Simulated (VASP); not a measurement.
# TaF3 (P4/mmm) in VASP: further runs

Runs on TaF3. Level: PBEsol. Tasks: single point.

Everything below comes from runs of VASP 6.6.1. Logs are shortened: lines on timing, memory, paths and dates and some standing lists are left out, and cuts for length are marked.

### 1 The cell of the first run

The structure is tetragonal, space group P4/mmm (No. 123). The conventional cell has a = 4.018 Å, b = 4.018 Å, c = 3.843 Å, α = 90.00°, β = 90.00°, γ = 90.00°. Ta (site symmetry 4/mmm) has 6 F at 1.92 to 2.01 Å within 2.5 Å. F (site symmetry mmm) has 2 Ta at 2.01 Å and 8 F at 2.78 to 2.84 Å within 2.9 Å. Within 2.5 Å of F (site symmetry 4/mmm) lie 2 Ta at 1.92 Å.

### 2 Single point, PBEsol (strain +0.030 along x and y, -0.015 along z)

INCAR reads:

```
SYSTEM = TaF3
PREC = Accurate ; ENCUT = 520
EDIFF = 1E-6 ; ISMEAR = 0
SIGMA = 0.15 ; LREAL = .FALSE.
LASPH = .TRUE. ; NELM = 80
ALGO = Normal ; ISIF = 2
LWAVE = .FALSE. ; LCHARG = .TRUE.
GGA = PS ; LELF = .TRUE.
LVHAR = .TRUE. ; NBANDS = 24
```

KPOINTS reads:

```
regular mesh
0
G
  12 12 12
  0 0 0
```

POSCAR reads:

```
TaF3
1.0
    4.0182360000      0.0000000000      0.0000000000
    0.0000000000      4.0182360000      0.0000000000
    0.0000000000      0.0000000000      3.8426820000
Ta F
1 3
Direct
    0.0000000000      0.0000000000      0.0000000000
    0.5000000000      0.0000000000      0.0000000000
    0.0000000000      0.5000000000      0.0000000000
    0.0000000000      0.0000000000      0.5000000000
```

Potentials or basis: VASP PAW PBE potentials, release 64 (Ta_pv, F).

The run is started by

```bash
> cat potpaw_PBE.64/Ta_pv/POTCAR potpaw_PBE.64/F/POTCAR > POTCAR
> mpirun -np 1 vasp_std > vasp.out
```

OUTCAR:

```text
SYSTEM = TaF3
   PREC = Accurate
   ENCUT = 520
   EDIFF = 1E-6
   ISMEAR = 0
   LREAL = .FALSE.
   LASPH = .TRUE.
   NELM = 80
   ISIF = 2
   GGA = PS

 ion  position               nearest neighbor table
   1  0.000  0.000  0.000-   4 1.92   4 1.92   2 2.01   3 2.01   3 2.01   2 2.01
   2  0.500  0.000  0.000-   1 2.01   1 2.01
   3  0.000  0.500  0.000-   1 2.01   1 2.01
   4  0.000  0.000  0.500-   1 1.92   1 1.92

  LATTYP: Found a simple tetragonal cell.
 ALAT       =     4.0182360000
 C/A-ratio  =     0.9563106796

  Lattice vectors:

 A1 = (   4.0182360000,   0.0000000000,   0.0000000000)
 A2 = (   0.0000000000,   4.0182360000,   0.0000000000)
 A3 = (   0.0000000000,   0.0000000000,   3.8426820000)

Analysis of symmetry for initial positions (statically):
=====================================================================
 Subroutine PRICEL returns:
 Original cell was already a primitive cell.

 Routine SETGRP: Setting up the symmetry group for a
 simple tetragonal supercell.

 Subroutine GETGRP returns: Found 16 space group operations
 (whereof 16 operations were pure point group operations)
 out of a pool of 16 trial point group operations.

The static configuration has the point symmetry D_4h.

Analysis of symmetry for dynamics (positions and initial velocities):
=====================================================================
 Subroutine PRICEL returns:
 Original cell was already a primitive cell.

 Routine SETGRP: Setting up the symmetry group for a
 simple tetragonal supercell.

 Subroutine GETGRP returns: Found 16 space group operations
 (whereof 16 operations were pure point group operations)
 out of a pool of 16 trial point group operations.

The dynamic configuration has the point symmetry D_4h.

 Subroutine INISYM returns: Found 16 space group operations
 (whereof 16 operations are pure point group operations),
 and found     1 'primitive' translations

----------------------------------------------------------------------------------------

                                     Primitive cell

  volume of cell :      62.0448

  direct lattice vectors                    reciprocal lattice vectors
     4.018236000  0.000000000  0.000000000     0.248865423  0.000000000  0.000000000
     0.000000000  4.018236000  0.000000000     0.000000000  0.248865423  0.000000000
     0.000000000  0.000000000  3.842682000     0.000000000  0.000000000  0.260234909

  length of vectors
     4.018236000  4.018236000  3.842682000     0.248865423  0.248865423  0.260234909

  position of ions in fractional coordinates (direct lattice)
     0.000000000  0.000000000  0.000000000
     0.500000000  0.000000000  0.000000000
     0.000000000  0.500000000  0.000000000
     0.000000000  0.000000000  0.500000000

  ion indices of the primitive-cell ions
   primitive index   ion index
                 1           1
                 2           2
                 3           3
                 4           4

----------------------------------------------------------------------------------------

 KPOINTS: regular mesh

Automatic generation of k-mesh.
 Grid dimensions read from file:
 generate k-points for:   12   12   12

 Generating k-lattice:

  Cartesian coordinates                     Fractional coordinates (reciprocal lattice)
     0.020738785  0.000000000  0.000000000     0.083333333  0.000000000  0.000000000
     0.000000000  0.020738785  0.000000000     0.000000000  0.083333333  0.000000000
     0.000000000  0.000000000  0.021686242     0.000000000  0.000000000  0.083333333

  Length of vectors
     0.020738785  0.020738785  0.021686242

  Shift w.r.t. Gamma in fractional coordinates (k-lattice)
     0.000000000  0.000000000  0.000000000

 Subroutine IBZKPT returns following result:
 ===========================================

 Found    196 irreducible k-points:

 Following reciprocal coordinates:
            Coordinates               Weight
  0.000000  0.000000  0.000000      1.000000
  0.083333  0.000000  0.000000      4.000000
  0.166667  0.000000  0.000000      4.000000
  0.250000  0.000000  0.000000      4.000000
  0.333333  0.000000  0.000000      4.000000
  0.416667  0.000000  0.000000      4.000000
[... 16 lines left out ...]
  0.333333  0.333333  0.000000      4.000000
  0.416667  0.333333  0.000000      8.000000
 [... further k-points ...]
   k-points           NKPTS =    196   k-points in BZ     NKDIM =    196   number of bands    NBANDS=     24
   number of dos      NEDOS =    301   number of ions     NIONS =      4
   total plane-waves  NPLWV =  27000
   dimension x,y,z NGX =    30 NGY =   30 NGZ =   30
   dimension x,y,z NGXF=    60 NGYF=   60 NGZF=   60
   ions per type =               1   3
   NGX,Y,Z   is equivalent  to a cutoff of  12.41, 12.41, 12.98 a.u.
   NGXF,Y,Z  is equivalent  to a cutoff of  24.82, 24.82, 25.96 a.u.
 SYSTEM =  TaF3
   PREC   = accura    normal or accurate (medium, high low for compatibility)
   ISTART =      0    job   : 0-new  1-cont  2-samecut
   ICHARG =      2    charge: 1-file 2-atom 10-const
   ISPIN  =      1    spin polarized calculation?
   LNONCOLLINEAR =      F non collinear calculations
   LSORBIT =      F    spin-orbit coupling
   LASPH  =      T    aspherical Exc in radial PAW
   ENCUT  =  520.0 eV  38.22 Ry    6.18 a.u.   7.47  7.47  7.14*2*pi/ulx,y,z
   NELM   =     80;   NELMIN=  2; NELMDL= -5     # of ELM steps
   EDIFF  = 0.1E-05   stopping-criterion for ELM
   LREAL  =      F    real-space projection
   EDIFFG = 0.1E-04   stopping-criterion for IOM
   NSW    =      0    number of steps for IOM
   IBRION =     -1    ionic relax: 0-MD 1-quasi-New 2-CG
   NFREE  =      0    steps in history (QN), initial steepest desc. (CG)
   ISIF   =      2    stress and relaxation
   ISYM   =      2    0-nonsym 1-usesym 2-fastsym
   POTIM  = 0.5000    time-step for ionic-motion
   TEBEG  =    0.0;   TEEND  =   0.0 temperature during run
   PSTRESS=    0.0 pullay stress
   NELECT =      32.0000    total number of electrons
   NUPDOWN=      -1.0000    fix difference up-down
   EMIN   =  10.00;   EMAX   =-10.00  energy-range for DOS
   EFERMI =   0.00;   METHOD = LEGACY
   ISMEAR =     0;   SIGMA  =   0.15  broadening in eV -4-tet -1-fermi 0-gaus
   EFERMI_NEDOS =   21; number of points for ismear=-14 and -15
   IALGO  =     38    algorithm
   IMIX   =      4    mixing-type and parameters
     AMIX     =   0.40;   BMIX     =  1.00
     AMIX_MAG =   1.60;   BMIX_MAG =  1.00
  volume/ion in A,a.u.               =      15.51       104.67
  Fermi-wavevector in a.u.,A,eV,Ry     =   1.312874  2.480972 23.451521  1.723638
  Thomas-Fermi vector in A             =   2.443236
   LORBIT       =      0    0 simple, 1 ext, 2 COOP (PROOUT), +10 PAW based schemes
   GGA     = PS    functional components
   LHFCALC =     F    Hartree Fock is set to
   AEXX    =    0.0000 exact exchange contribution
   IVDW    =     0    specifies the selected vdW correction
   LEPSILON=     F    determine dielectric tensor
   LRPA    =     F    only Hartree local field effects (RPA)
 non-spin polarized calculation
 Gauss-broadening in eV      SIGMA  =   0.15
  energy-cutoff  :      520.00
  volume of cell :       62.04
 maximum number of plane-waves:      1690
 NGX is ok and might be reduce to    30
   NGX = 15   NGY = 15   NGZ = 15

 number of electron      31.9999978 magnetization

 Free energy of the ion-electron system (eV)
  ---------------------------------------------------
  ext. energy  EPLUGINS =         0.00000000
  ---------------------------------------------------
  free energy    TOTEN  =       -27.58834132 eV

  energy without entropy =      -27.55816770  energy(sigma->0) =      -27.57325451

 E-fermi :   4.3384     XC(G=0):  -8.9754

 val. band max:        4.3372427316   @ k =   0.3333   0.0000   0.4167
 cond. band min:       4.3455630804   @ k =   0.3333   0.0000   0.5000
 fundamental gap:      0.0083203489
 Fermi energy:         4.3383999935

 k-point     1 :       0.0000    0.0000    0.0000
  band No.  band energies     occupation
      1     -32.7331      2.00000
      2     -32.5370      2.00000
      3     -32.5370      2.00000
      4     -24.6281      2.00000
      5     -23.7631      2.00000
      6     -23.5793      2.00000
[... 16 lines left out ...]
     23      12.9554      0.00000
     24      13.3233      0.00000

 k-point     2 :       0.0833    0.0000    0.0000
  band No.  band energies     occupation
      1     -32.7328      2.00000
      2     -32.5544      2.00000
      3     -32.5368      2.00000
      4     -24.6261      2.00000
      5     -23.7368      2.00000
      6     -23.5492      2.00000
[... 16 lines left out ...]
     23      12.8976      0.00000
     24      13.3732      0.00000

 k-point     3 :       0.1667    0.0000    0.0000
  band No.  band energies     occupation
      1     -32.7321      2.00000
      2     -32.6012      2.00000
      3     -32.5360      2.00000
      4     -24.6210      2.00000
      5     -23.6983      2.00000
      6     -23.4306      2.00000
[... 16 lines left out ...]
     23      13.0604      0.00000
     24      13.5202      0.00000

 k-point     4 :       0.2500    0.0000    0.0000
  band No.  band energies     occupation
      1     -32.7312      2.00000
      2     -32.6636      2.00000
      3     -32.5351      2.00000
      4     -24.6155      2.00000
      5     -23.6800      2.00000
      6     -23.2289      2.00000
[... 16 lines left out ...]
     23      13.3282      0.00000
     24      13.7463      0.00000

 k-point     5 :       0.3333    0.0000    0.0000
  band No.  band energies     occupation
      1     -32.7303      2.00000
      2     -32.7242      2.00000
      3     -32.5341      2.00000
      4     -24.6111      2.00000
      5     -23.6721      2.00000
      6     -23.0108      2.00000
[... 451 lines left out ...]
 k-point    22 :       0.5000    0.2500    0.0000
  band No.  band energies     occupation
      1     -32.7811      2.00000
      2     -32.7275      2.00000
      3     -32.6595      2.00000
      4     -24.5966      2.00000
      5     -23.2347      2.00000
      6     -22.7799      2.00000
[... 16 lines left out ...]
     23      12.1075      0.00000
     24      12.5586      0.00000

 k-point    23 :       0.3333    0.3333    0.0000
  band No.  band energies     occupation
      1     -32.7275      2.00000
      2     -32.7214      2.00000
      3     -32.7207      2.00000
      4     -24.5962      2.00000
      5     -23.0374      2.00000
      6     -22.9841      2.00000
[... 16 lines left out ...]
     23      10.4458      0.00000
     24      13.0778      0.00000

 k-point    24 :       0.4167    0.3333    0.0000
  band No.  band energies     occupation
      1     -32.7643      2.00000
      2     -32.7268      2.00000
      3     -32.7203      2.00000
      4     -24.5938      2.00000
      5     -23.0110      2.00000
      6     -22.8404      2.00000
[... 16 lines left out ...]
     23      10.7853      0.00000
     24      12.3814      0.00000

 [... further k-points ...]
[... 5 lines left out ...]
  --------------------------------------------------------------------------------------
  -------------------------------------------------------------------------------------
  Total        2.8438411      2.8438411      9.8155189      0.0000000      0.0000000      0.0000000
  in kB       73.4362661     73.4362661    253.4653046      0.0000000      0.0000000      0.0000000
  external PRESSURE =     133.4459456 kB  Pullay stress =       0.0000000 kB

 VOLUME and BASIS-vectors are now :
 -----------------------------------------------------------------------------
  energy-cutoff  :      520.00
  volume of cell :       62.04
      direct lattice vectors                 reciprocal lattice vectors
     4.018236000  0.000000000  0.000000000     0.248865423  0.000000000  0.000000000
     0.000000000  4.018236000  0.000000000     0.000000000  0.248865423  0.000000000
     0.000000000  0.000000000  3.842682000     0.000000000  0.000000000  0.260234909

 POSITION                                       TOTAL-FORCE (eV/Angst)
 -----------------------------------------------------------------------------------
      0.00000      0.00000      0.00000         0.000000      0.000000      0.000000
      2.00912      0.00000      0.00000         0.000000      0.000000      0.000000
      0.00000      2.00912      0.00000         0.000000      0.000000      0.000000
      0.00000      0.00000      1.92134         0.000000      0.000000      0.000000
 -----------------------------------------------------------------------------------
    total drift:                                0.000000      0.000000      0.000000

  FREE ENERGIE OF THE ION-ELECTRON SYSTEM (eV)
  ---------------------------------------------------
  free  energy   TOTEN  =       -27.5883413243 eV

  energy  without entropy=      -27.5581676951  energy(sigma->0) =      -27.57325451
```

Wall time 2.4 min (1 thread of Intel Xeon 6975P-C (Granite Rapids), shared host); peak memory 0.35 GiB.

Results:

```yaml
Free_energy: -27.5883 eV
Pressure: 13.3 GPa
Band_gap_on_the_k_mesh: zero (bands 16 and 17 overlap by 2.68 eV)
```

Caveat: the cell differs from its parent crystal (strain +0.030 along x and y, -0.015 along z); the stress differs along the axes, from 7 to 25 GPa; the PAW data sets were made with another functional, which shifts forces and pressure a little; spin-orbit coupling is left out, which moves the levels of the heavy elements.

### 3 Single point, PBEsol (strain +0.030 along x and y, +0.000 along z)

INCAR reads:

```
SYSTEM = TaF3
PREC = Accurate
ENCUT = 520
EDIFF = 1E-7
ISMEAR = 0
SIGMA = 0.15
LREAL = .FALSE.
LASPH = .TRUE.
NELM = 80
ALGO = Normal
ISIF = 2
LWAVE = .FALSE.
LCHARG = .FALSE.
GGA = PS
NBANDS = 24
```

KPOINTS is that of step 2.

Edit POSCAR of step 2 so:

```diff
@@ -4,3 +4,3 @@
     0.0000000000      4.0182360000      0.0000000000
-    0.0000000000      0.0000000000      3.8426820000
+    0.0000000000      0.0000000000      3.9012000000
 Ta F
```

Potentials or basis: VASP PAW PBE potentials, release 64 (Ta_pv, F).

The run is started by

```bash
> cat potpaw_PBE.64/Ta_pv/POTCAR potpaw_PBE.64/F/POTCAR > POTCAR
> mpirun -np 1 vasp_std > vasp.out
```

Run time: 2.9 min. Hardware: 1 thread of Intel Xeon 6975P-C (Granite Rapids), shared host; peak memory 0.35 GiB.

The run converged. Its results:

- Free energy: -27.7168 eV
- Pressure: 10.4 GPa
- Band gap on the k mesh: zero (bands 16 and 17 overlap by 2.65 eV)

Stress tensor (GPa, compression positive):
```
 6.77  0.00  0.00
 0.00  6.77  0.00
 0.00  0.00 17.67
```

Levels at points of the mesh, in eV from the Fermi level:
| k point | band 12 | band 13 | band 14 | band 15 | band 16 | band 17 | band 18 | band 19 | band 20 | band 21 |
| --- | --- | --- | --- | --- | --- | --- | --- | --- | --- | --- |
| (0.00, 0.00, 0.00) | -8.74 | -8.63 | -8.63 | -8.61 | -1.15 | -1.15 | -1.13 | -0.32 | 2.09 | 2.49 |
| (0.50, 0.00, 0.00) | -9.31 | -8.95 | -8.87 | -8.67 | -1.08 | 0.24 | 0.26 | 1.93 | 2.60 | 2.65 |
| (0.50, 0.50, 0.00) | -9.44 | -9.29 | -9.29 | -8.03 | 0.32 | 0.32 | 1.28 | 3.27 | 5.02 | 5.02 |
| (0.00, 0.00, 0.50) | -9.26 | -8.76 | -8.62 | -8.62 | -1.04 | 0.48 | 0.48 | 1.97 | 2.21 | 2.72 |
| (0.50, 0.00, 0.50) | -9.29 | -8.99 | -8.95 | -8.20 | 0.37 | 0.57 | 1.46 | 2.66 | 5.10 | 5.13 |
| (0.50, 0.50, 0.50) | -10.47 | -8.20 | -8.20 | -8.02 | 1.50 | 1.67 | 1.67 | 4.10 | 6.53 | 7.09 |

Caveat: the cell differs from its parent crystal (strain +0.030 along x and y, +0.000 along z); the stress differs along the axes, from 7 to 18 GPa; the PAW data sets were made with another functional, which shifts forces and pressure a little; spin-orbit coupling is left out, which moves the levels of the heavy elements.
